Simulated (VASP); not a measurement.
S, 1 atom in the cell. Symmetry: Pm-3m, No. 221, cubic system. Conventional cell: a = 2.579 Å, b = 2.579 Å, c = 2.579 Å, α = 90.00°, β = 90.00°, γ = 90.00°. S (site symmetry m-3m) has 6 S at 2.58 Å within 3.4 Å. 

| Quantity | Value |
| --- | --- |
| Program | VASP 6.6.1 |
| Task | single point |
| Functional | PBE |
| Potentials or basis | VASP PAW PBE potentials, release 64 (S) |
| Cutoff | 500 eV |
| k mesh | 15 × 15 × 15 |
| Occupations | fermi-dirac, width 0.05 eV |
| Spin | no spin polarisation |
| Dipole correction | no |
| Further INCAR settings | ALGO = Normal; EDIFF = 1e-06; NBANDS = 9 |

Potentials or basis: VASP PAW PBE potentials, release 64 (S).

Command:

```sh
$ cat potpaw_PBE.64/S/POTCAR > POTCAR
$ mpirun -np 1 vasp_std > vasp.out
```

Hardware: 1 thread of Intel Xeon 8259CL, on a shared host.

**Question.** Estimate the wall time of this run.

**Answer.** Wall time 18 s on 1 thread of Intel Xeon 8259CL, on a shared host, peak memory 0.13 GiB. Counts: scf iterations 10, k points 120.
